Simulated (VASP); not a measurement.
SnSe:

```
CELL_PARAMETERS angstrom
5.06445 0.00000 0.00000
-2.53223 4.38595 0.00000
0.00000 0.00000 6.07339
ATOMIC_POSITIONS crystal
Sn 0.33333 0.66667 0.25000
Sn 0.66667 0.33333 0.75000
Se 0.66667 0.33333 0.25000
Se 0.33333 0.66667 0.75000
```

Base run:

* Program: VASP 6.6.1
* Functional: r2SCAN
* Potentials or basis: VASP PAW PBE potentials, release 64 (Sn_d, Se)
* Cutoff: 520 eV
* k mesh: 6 × 6 × 4
* Occupations: gaussian, width 0.01 eV
* Spin: no spin polarisation

Its results: band gap on the k mesh 0.58 eV; pressure 0.0 GPa.

**Question.** The run is repeated on the same cell with these changes: functional from r2SCAN to LDA; potentials or basis from VASP PAW PBE potentials, release 64 (Sn_d, Se) to VASP PAW LDA potentials, release 64 (Sn_d, Se). What comes out?

**Answer.** Band gap on the k mesh 0.34 eV; pressure -2.3 GPa.

Caveats: spin-orbit coupling is left out, which moves the levels of the heavy elements; the PAW data sets were made with another functional, which shifts forces and pressure a little (at least some runs).

A k mesh can miss the band edges.
